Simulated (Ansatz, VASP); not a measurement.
## Two plane-wave programs on CdSe

INCAR

```
PREC     = Accurate       # precision mode
ENCUT    = 600            # plane-wave cutoff, eV
EDIFF    = 1E-6           # SCF threshold, eV
ISMEAR   = 0              # smearing method
SIGMA    = 0.01           # smearing width, eV
LREAL    = F              # projectors in reciprocal space
LASPH    = T              # aspherical terms in the spheres
NELM     = 100            # most SCF steps
ALGO     = Normal         # electronic algorithm
ISIF     = 3              # what is computed and relaxed
LWAVE    = F              # write WAVECAR
LCHARG   = F              # write CHGCAR
GGA      = PE             # functional
IVDW     = 13             # dispersion correction
IBRION   = 2              # ionic algorithm
NSW      = 80             # ionic steps
EDIFFG   = -0.01          # ionic threshold
```

File KPOINTS:

```
regular mesh
0
Gamma
  5 5 5
```

POSCAR

```
CdSe
1.0
    0.0000000000      3.0702710000      3.0702710000
    3.0702710000      0.0000000000      3.0702710000
    3.0702710000      3.0702710000      0.0000000000
Cd Se
1 1
Direct
    0.0000000000      0.0000000000      0.0000000000
    0.7500000000      0.7500000000      0.7500000000
```

Input for Ansatz:

```yaml
crystal:
  lattice:
    - [0.0, 3.070271, 3.070271]
    - [3.070271, 0.0, 3.070271]
    - [3.070271, 3.070271, 0.0]
  atoms:
    - { symbol: Cd, position: [0.0, 0.0, 0.0] }
    - { symbol: Se, position: [0.75, 0.75, 0.75] }
kpoints:
  mp_grid:
    grid: [5, 5, 5]
hamiltonian:
  xc: pbe
  dispersion: d4
scf:
  occupations:
    method: fixed
relax:
  cell: {}
```

Alike in both runs: task relaxation of cell and atoms; functional PBE; dispersion D4; k mesh 5 × 5 × 5; no spin polarisation.

|  | VASP | Ansatz |
| --- | --- | --- |
| version | VASP 6.6.1 | Ansatz 0.2.0 |
| potentials or method | VASP PAW PBE potentials, release 64 (Cd, Se) | plane waves, PAW |
| plane-wave cutoff (eV) | 600 | 420 |
| occupations | gaussian, width 0.01 eV | fixed |
| valence electrons in the cell | 18 | 36 |

Ansatz gave:

- relaxed volume (Å³/atom): 28.58
- relaxed cell length with the largest relative difference (Å): 4.324

Question: What did VASP give for the same quantities?

Answer: Relaxed volume (Å³/atom): 28.72; relaxed cell length with the largest relative difference (Å): 4.331.

VASP's potentials hold 18 valence electrons a cell and Ansatz's 36, so a difference there can come from the potentials and not from the codes.
